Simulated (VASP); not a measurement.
Input of a VASP 6.6.1 run:

The input INCAR:

```
SYSTEM = Mo
  ALGO = Normal
  EDIFF = 1E-7
  ENCUT = 520
  GGA = RP
  ISIF = 2
  ISMEAR = -1
  LASPH = .TRUE.
  LCHARG = .FALSE.
  LREAL = .FALSE.
  LWAVE = .FALSE.
  NBANDS = 13
  NELM = 60
  PREC = Accurate
  SIGMA = 0.05
```

File KPOINTS:

```
k-points
0
G
  12 12 12
  0 0 0
```

File POSCAR:

```
Mo
1.0
   -1.5870543083      1.5870543083      1.5870543083
    1.5870543083     -1.5870543083      1.5870543083
    1.5870543083      1.5870543083     -1.5870543083
Mo
1
Direct
    0.0000000000      0.0000000000      0.0000000000
```

Potentials or basis: VASP PAW PBE potentials, release 64 (Mo_sv).

The run is started by

```bash
$ cat potpaw_PBE.64/Mo_sv/POTCAR > POTCAR
$ mpirun -np 1 vasp_std > vasp.out
```

**Question.** Estimate the pressure.

**Answer.** 0.5 GPa.

**Question.** Estimate the band gap on the k mesh.

**Answer.** Zero (band 7 reaches 16.15 eV, above the bottom of band 8 at 10.98 eV).

Caveat: the PAW data sets were made with another functional, which shifts forces and pressure a little.
